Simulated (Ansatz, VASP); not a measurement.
**Si in VASP and in Ansatz**

File INCAR:

```
SYSTEM = Si
  PREC = Accurate
  ENCUT = 600
  EDIFF = 1E-6
  ISMEAR = 0
  SIGMA = 0.02
  LREAL = .FALSE.
  LASPH = .TRUE.
  NELM = 100
  ALGO = Normal
  ISIF = 3
  LWAVE = .FALSE.
  LCHARG = .FALSE.
  GGA = PS
  IBRION = 2
  NSW = 100
  EDIFFG = -0.005
```

KPOINTS

```
Automatic mesh
0
G
  8 8 8
  0 0 0
```

POSCAR

```
Si
1.0
    0.0000000000      2.7218511865      2.7218511865
    2.7218511865      0.0000000000      2.7218511865
    2.7218511865      2.7218511865      0.0000000000
Si
2
Direct
    0.2500000000      0.2500000000      0.2500000000
    0.0000000000      0.0000000000      0.0000000000
```

Input for Ansatz:

```yaml
crystal:
  lattice:
    - [0.0, 2.7218511865, 2.7218511865]
    - [2.7218511865, 0.0, 2.7218511865]
    - [2.7218511865, 2.7218511865, 0.0]
  atoms:
    - { symbol: Si, position: [0.25, 0.25, 0.25] }
    - { symbol: Si, position: [0.0, 0.0, 0.0] }
basis:
  ecutwfc: 420
kpoints:
  mp_grid: { grid: [8, 8, 8] }
hamiltonian:
  xc: pbesol
scf:
  occupations: { method: gaussian, width: 0.02 }
output:
  forces: true
  stress: true
  eigenvalues: true
  write_density: true
  write_potential: true
  elf: true
  volumetric_format: npy
relax:
  adjacent_minimum: "off"
  f_tol: 0.005
  max_steps: 80
  cell: { stress_tol: 0.05 }
```

Alike in both runs: task relaxation of cell and atoms; functional PBEsol; k mesh 8 × 8 × 8; occupations gaussian, width 0.02 eV; no spin polarisation.

|  | VASP | Ansatz |
| --- | --- | --- |
| version | VASP 6.6.1 | Ansatz 0.2.0 |
| potentials or method | VASP PAW PBE potentials, release 64 (Si), cutoff 600 eV | scalar-relativistic, plane waves, PAW |
| valence electrons in the cell | 8 | 8 |

```tsv
	VASP	Ansatz	Ansatz less VASP
gap on the k mesh at the Fermi level, each at its own relaxed structure (eV)	0.51	0.51	+0.003
relaxed volume (Å³/atom)	20.08	20.06	-0.022
relaxed cell length with the largest relative difference (Å)	3.844	3.842	-0.0014
```

VASP's potentials were made for PBE, not for PBEsol.
